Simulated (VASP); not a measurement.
# CsH in VASP: a series of runs, part 2 of 2

VASP 6.6.1.

### 4 Single point, r2SCAN

This run uses another cell than the first one, of 38.59 Å³/atom.

POSCAR

```
CsH
1.0
    3.3792800000      3.3792800000      0.0000000000
   -3.3792800000      3.3792800000      0.0000000000
    0.0000000000      0.0000000000      6.7585600000
Cs H
2 2
Direct
    0.0000000000      0.0000000000      0.0000000000
    0.5000000000      0.5000000000      0.5000000000
    0.5000000000      0.5000000000      0.0000000000
    0.0000000000      0.0000000000      0.5000000000
```

INCAR.step1

```
SYSTEM = CsH
PREC = Accurate ; ENCUT = 520
ISMEAR = 0 ; SIGMA = 0.02
LREAL = .FALSE. ; LASPH = .TRUE.
NELM = 80 ; NBANDS = 18
GGA = PE ; ALGO = Normal
EDIFF = 1E-4 ; LWAVE = .TRUE.
LCHARG = .FALSE.
```

INCAR.step2

```
SYSTEM = CsH
PREC = Accurate ; ENCUT = 520
EDIFF = 1E-6 ; ISMEAR = 0
SIGMA = 0.02 ; LREAL = .FALSE.
LASPH = .TRUE. ; NELM = 80
ALGO = Normal ; ISIF = 2
LWAVE = .FALSE. ; LCHARG = .FALSE.
METAGGA = R2SCAN ; LMIXTAU = .TRUE.
NBANDS = 18 ; ISTART = 1
```

KPOINTS

```
regular mesh
0
G
  6 6 4
  0 0 0
```

Command:

```bash
cat potpaw_PBE.64/Cs_sv/POTCAR potpaw_PBE.64/H/POTCAR > POTCAR
cp INCAR.step1 INCAR
mpirun -np 1 vasp_std > vasp.out
cp INCAR.step2 INCAR
mpirun -np 1 vasp_std > vasp.out
```

Wall time 3.3 min (1 thread of AMD EPYC 7R13 (Zen 3), shared host); peak memory 0.26 GiB.

It converged, with:

- Free energy: -57.8779 eV
- Pressure: -1.2 GPa
- Band gap on the k mesh: 2.81 eV

Levels at points of the mesh, in eV from the valence-band top:
| k point | band 6 | band 7 | band 8 | band 9 | band 10 | band 11 | band 12 | band 13 | band 14 | band 15 |
| --- | --- | --- | --- | --- | --- | --- | --- | --- | --- | --- |
| (0.00, 0.00, 0.00) | -8.32 | -8.32 | -8.32 | -1.32 | -0.73 | 3.76 | 5.41 | 5.65 | 5.65 | 5.65 |
| (0.50, 0.00, 0.00) | -8.51 | -8.37 | -8.37 | -0.30 | -0.30 | 3.71 | 3.71 | 4.49 | 4.49 | 5.85 |
| (0.50, 0.50, 0.00) | -8.48 | -8.48 | -8.48 | -0.73 | -0.73 | 3.76 | 3.76 | 5.41 | 5.41 | 7.84 |
| (0.00, 0.00, 0.50) | -8.40 | -8.40 | -8.40 | -0.74 | -0.74 | 4.45 | 4.45 | 4.57 | 4.57 | 6.32 |
| (0.50, 0.00, 0.50) | -8.37 | -8.37 | -8.37 | 0.00 | 0.00 | 2.81 | 2.81 | 5.27 | 5.27 | 5.27 |
| (0.50, 0.50, 0.50) | -8.61 | -8.50 | -8.50 | -0.45 | -0.45 | 4.46 | 4.46 | 4.46 | 4.46 | 5.60 |

Caveat: the PAW data sets were made with another functional, which shifts forces and pressure a little; spin-orbit coupling is left out, which moves the levels of the heavy elements. r2SCAN opens gaps a little over a GGA but as a rule still falls short of measured ones.

### 5 Single point, r2SCAN (uniaxial strain along c: +4.0 %, then relaxed in part)

POSCAR

```
CsH
1.0
    3.1787499216      3.1787499216      0.0000000000
   -3.1787499216      3.1787499216      0.0000000000
    0.0000000000      0.0000000000      6.6310400000
Cs H
2 2
Direct
    0.0000000000      0.0000000000      0.0000000000
    0.5000000000      0.5000000000      0.5000000000
    0.5000000000      0.5000000000      0.0000000000
    0.0000000000      0.0000000000      0.5000000000
```

INCAR.step1

```
SYSTEM = CsH
PREC = Accurate
ENCUT = 520
ISMEAR = 0
SIGMA = 0.02
LREAL = .False.
LASPH = .True.
NELM = 60
NBANDS = 18
GGA = PE
ALGO = Normal
EDIFF = 1E-4
LWAVE = .True.
LCHARG = .False.
```

INCAR.step2

```
SYSTEM = CsH
PREC = Accurate
ENCUT = 520
EDIFF = 1E-6
ISMEAR = 0
SIGMA = 0.02
LREAL = .False.
LASPH = .True.
NELM = 60
ALGO = Normal
ISIF = 2
LWAVE = .False.
LCHARG = .False.
METAGGA = R2SCAN
LMIXTAU = .True.
NBANDS = 18
ISTART = 1
```

KPOINTS

```
Automatic mesh
0
Gamma
  6 6 4
  0 0 0
```

Potentials or basis: VASP PAW PBE potentials, release 64 (Cs_sv, H).

Command:

```bash
cat potpaw_PBE.64/Cs_sv/POTCAR potpaw_PBE.64/H/POTCAR > POTCAR
cp INCAR.step1 INCAR
mpirun -np 1 vasp_std > vasp.out
cp INCAR.step2 INCAR
mpirun -np 1 vasp_std > vasp.out
```

OUTCAR:

```text
SYSTEM = CsH
   PREC = Accurate
   ENCUT = 520
   EDIFF = 1E-6
   ISMEAR = 0
   LREAL = .False.
   LASPH = .True.
   NELM = 60
   ISIF = 2
   METAGGA = R2SCAN
   ISTART = 1

 ion  position               nearest neighbor table
   1  0.000  0.000  0.000-
   2  0.500  0.500  0.500-
   3  0.500  0.500  0.000-
   4  0.000  0.000  0.500-

  LATTYP: Found a simple tetragonal cell.
 ALAT       =     4.4954312505
 C/A-ratio  =     1.4750620420

  Lattice vectors:

 A1 = (   3.1787499216,   3.1787499216,   0.0000000000)
 A2 = (  -3.1787499216,   3.1787499216,   0.0000000000)
 A3 = (   0.0000000000,   0.0000000000,   6.6310400000)

Analysis of symmetry for initial positions (statically):
=====================================================================
 Subroutine PRICEL returns following result:

  LATTYP: Found a body centered tetragonal cell.
 ALAT       =     4.4954312505
 C/A-ratio  =     1.4750620420

  Lattice vectors:

 A1 = (   3.1787499216,   0.0000000000,  -3.3155200000)
 A2 = (  -3.1787499216,   0.0000000000,  -3.3155200000)
 A3 = (   0.0000000000,   3.1787499216,   3.3155200000)

   2 primitive cells build up your supercell.

 Routine SETGRP: Setting up the symmetry group for a
 simple tetragonal supercell.

 Subroutine GETGRP returns: Found 16 space group operations
 (whereof 16 operations were pure point group operations)
 out of a pool of 16 trial point group operations.

The static configuration has the point symmetry D_4h.

Analysis of symmetry for dynamics (positions and initial velocities):
=====================================================================
 Subroutine PRICEL returns following result:

  LATTYP: Found a body centered tetragonal cell.
 ALAT       =     4.4954312505
[... 127 lines left out ...]
   PSTRESS=    0.0 pullay stress
   NELECT =      20.0000    total number of electrons
   NUPDOWN=      -1.0000    fix difference up-down
   EMIN   =  10.00;   EMAX   =-10.00  energy-range for DOS
   EFERMI =   0.00;   METHOD = LEGACY
   ISMEAR =     0;   SIGMA  =   0.02  broadening in eV -4-tet -1-fermi 0-gaus
   EFERMI_NEDOS =   21; number of points for ismear=-14 and -15
   IALGO  =     38    algorithm
   IMIX   =      4    mixing-type and parameters
     AMIX     =   0.40;   BMIX     =  1.00
     AMIX_MAG =   1.60;   BMIX_MAG =  1.00
  volume/ion in A,a.u.               =      33.50       226.08
  Fermi-wavevector in a.u.,A,eV,Ry     =   0.868380  1.641001 10.259944  0.754085
  Thomas-Fermi vector in A             =   1.987051
   LORBIT       =      0    0 simple, 1 ext, 2 COOP (PROOUT), +10 PAW based schemes
   METAGGA = R2SCAN    functional components
   LHFCALC =     F    Hartree Fock is set to
   AEXX    =    0.0000 exact exchange contribution
   IVDW    =     0    specifies the selected vdW correction
   LEPSILON=     F    determine dielectric tensor
   LRPA    =     F    only Hartree local field effects (RPA)
 non-spin polarized calculation
 Gauss-broadening in eV      SIGMA  =   0.02
  energy-cutoff  :      520.00
  volume of cell :      134.01
 maximum number of plane-waves:      3637
 NGX is ok and might be reduce to    36
   NGX = 17   NGY = 17   NGZ = 25

 number of electron      19.9999999 magnetization

 Free energy of the ion-electron system (eV)
  ---------------------------------------------------
  ext. energy  EPLUGINS =         0.00000000
  ---------------------------------------------------
  free energy    TOTEN  =       -57.96572534 eV

  energy without entropy =      -57.96572534  energy(sigma->0) =      -57.96572534

 E-fermi :  -0.1311     XC(G=0):  -7.4235

 val. band max:       -0.2595243399   @ k =   0.5000   0.0000   0.5000
 cond. band min:       2.4315281152   @ k =   0.5000   0.0000   0.5000
 fundamental gap:      2.6910524552
 Fermi energy:        -0.1311138356

 k-point     1 :       0.0000    0.0000    0.0000
  band No.  band energies     occupation
      1     -22.3279      2.00000
      2     -22.2427      2.00000
      3      -9.1165      2.00000
      4      -8.6456      2.00000
      5      -8.6456      2.00000
      6      -8.4794      2.00000
[... 481 lines left out ...]
      5      -8.5673      2.00000
      6      -8.5673      2.00000
[... 10 lines left out ...]
     17       7.3917      0.00000
     18       7.3917      0.00000

 [... further k-points ...]
[... 5 lines left out ...]
  --------------------------------------------------------------------------------------
  -------------------------------------------------------------------------------------
  Total        0.0238655      0.0238655     -0.6302387      0.0000000      0.0000000      0.0000000
  in kB        0.2853356      0.2853356     -7.5351390      0.0000000      0.0000000      0.0000000
  external PRESSURE =      -2.3214892 kB  Pullay stress =       0.0000000 kB

 VOLUME and BASIS-vectors are now :
 -----------------------------------------------------------------------------
  energy-cutoff  :      520.00
  volume of cell :      134.01
      direct lattice vectors                 reciprocal lattice vectors
     3.178749922  3.178749922  0.000000000     0.157294538  0.157294538  0.000000000
    -3.178749922  3.178749922  0.000000000    -0.157294538  0.157294538  0.000000000
     0.000000000  0.000000000  6.631040000     0.000000000  0.000000000  0.150805907

 POSITION                                       TOTAL-FORCE (eV/Angst)
 -----------------------------------------------------------------------------------
      0.00000      0.00000      0.00000        -0.000000     -0.000000     -0.000000
      0.00000      3.17875      3.31552         0.000000      0.000000      0.000000
      0.00000      3.17875      0.00000        -0.000000     -0.000000     -0.000000
      0.00000      0.00000      3.31552        -0.000000     -0.000000     -0.000000
 -----------------------------------------------------------------------------------
    total drift:                               -0.000000      0.000000      0.000000

  FREE ENERGIE OF THE ION-ELECTRON SYSTEM (eV)
  ---------------------------------------------------
  free  energy   TOTEN  =       -57.9657253392 eV

  energy  without entropy=      -57.9657253392  energy(sigma->0) =      -57.96572534
```

Run time: 2.9 min. Hardware: 1 thread of AMD EPYC 7R13, shared host; peak memory 0.29 GiB.

Results:

* Free energy: -57.9657 eV
* Pressure: -0.2 GPa
* Band gap on the k mesh: 2.69 eV

Stress tensor (GPa, compression positive):
```
 0.03  0.00  0.00
 0.00  0.03  0.00
 0.00  0.00 -0.75
```

Levels at points of the mesh, in eV from the valence-band top:
```tsv
k point	band 7	band 8	band 9	band 10	band 11	band 12	band 13	band 14
(0.00, 0.00, 0.00)	-8.17	-8.17	-1.59	-1.07	3.64	5.56	5.68	5.76
(0.50, 0.00, 0.00)	-8.23	-8.23	-0.32	-0.32	3.74	3.74	4.39	4.39
(0.50, 0.50, 0.00)	-8.45	-8.45	-1.07	-1.07	3.52	3.52	6.06	6.06
(0.00, 0.00, 0.50)	-8.28	-8.28	-0.99	-0.99	4.35	4.35	4.61	4.61
(0.50, 0.00, 0.50)	-8.23	-8.23	0.00	0.00	2.69	2.69	5.12	5.12
(0.50, 0.50, 0.50)	-8.48	-8.48	-0.75	-0.75	4.55	4.55	4.55	4.55
```

Caveat: the cell differs from its parent crystal (uniaxial strain along c: +4.0 %, then relaxed in part); the PAW data sets were made with another functional, which shifts forces and pressure a little; spin-orbit coupling is left out, which moves the levels of the heavy elements. A k mesh can miss the band edges.

### 6 Single point, r2SCAN

This run uses another cell than the first one, of 33.50 Å³/atom.

POSCAR is that of step 5.

INCAR.step1

```
ALGO = Normal ; EDIFF = 1E-4
ENCUT = 520 ; GGA = PE
ISMEAR = 0 ; LASPH = True
LCHARG = False ; LREAL = False
LWAVE = True ; NBANDS = 18
NELM = 100 ; PREC = Accurate
SIGMA = 0.02
```

INCAR.step2

```
ALGO = Normal ; EDIFF = 1E-6
ENCUT = 520 ; ISIF = 2
ISMEAR = 0 ; ISTART = 1
LASPH = True ; LCHARG = False
LMIXTAU = True ; LREAL = False
LWAVE = False ; METAGGA = R2SCAN
NBANDS = 18 ; NELM = 100
PREC = Accurate ; SIGMA = 0.02
```

KPOINTS

```
k-points
0
Gamma
  6 6 4
```

Potentials or basis: VASP PAW PBE potentials, release 64 (Cs_sv, H).

Command:

```bash
cat potpaw_PBE.64/Cs_sv/POTCAR potpaw_PBE.64/H/POTCAR > POTCAR
cp INCAR.step1 INCAR
mpirun -np 1 vasp_std > vasp.out
cp INCAR.step2 INCAR
mpirun -np 1 vasp_std > vasp.out
```

Wall time 3.1 min (1 thread of AMD EPYC 7R13, shared host); peak memory 0.29 GiB.

Results (log left out):

```
Free energy            : -57.9657 eV
Pressure               : -0.2 GPa
Band gap on the k mesh : 2.69 eV
```

Stress tensor (GPa, compression positive):
```
 0.03  0.00  0.00
 0.00  0.03  0.00
 0.00  0.00 -0.75
```

Levels at points of the mesh, in eV from the valence-band top:
```csv
k point,band 7,band 8,band 9,band 10,band 11,band 12,band 13,band 14
"(0.00, 0.00, 0.00)",-8.17,-8.17,-1.59,-1.07,3.64,5.56,5.68,5.76
"(0.50, 0.00, 0.00)",-8.23,-8.23,-0.32,-0.32,3.74,3.74,4.39,4.39
"(0.50, 0.50, 0.00)",-8.45,-8.45,-1.07,-1.07,3.52,3.52,6.06,6.06
"(0.00, 0.00, 0.50)",-8.28,-8.28,-0.99,-0.99,4.35,4.35,4.61,4.61
"(0.50, 0.00, 0.50)",-8.23,-8.23,0.00,0.00,2.69,2.69,5.12,5.12
"(0.50, 0.50, 0.50)",-8.48,-8.48,-0.75,-0.75,4.55,4.55,4.55,4.55
```

Caveat: the PAW data sets were made with another functional, which shifts forces and pressure a little; spin-orbit coupling is left out, which moves the levels of the heavy elements. A k mesh can miss the band edges.

### 7 The runs side by side

| cell | gap on the mesh (eV) | pressure (GPa) |
| --- | --- | --- |
| a = 4.689, b = 4.689, c = 6.631 Å, 4 atoms | 2.77 | -0.9 |
| a = 4.779, b = 4.779, c = 6.759 Å, 4 atoms | 2.81 | -1.2 |
| a = 4.495, b = 4.495, c = 6.631 Å, 4 atoms | 2.69 | -0.2 |

Alike in all rows: task single point; level r2SCAN; potentials or basis VASP PAW PBE potentials, release 64 (Cs_sv, H); no spin polarisation; k mesh 6 × 6 × 4; cutoff (eV) 520; smearing gaussian 0.02 eV.

Caveats: the PAW data sets were made with another functional, which shifts forces and pressure a little; spin-orbit coupling is left out, which moves the levels of the heavy elements.

Absolute energies hang on the potentials; compare differences alone.
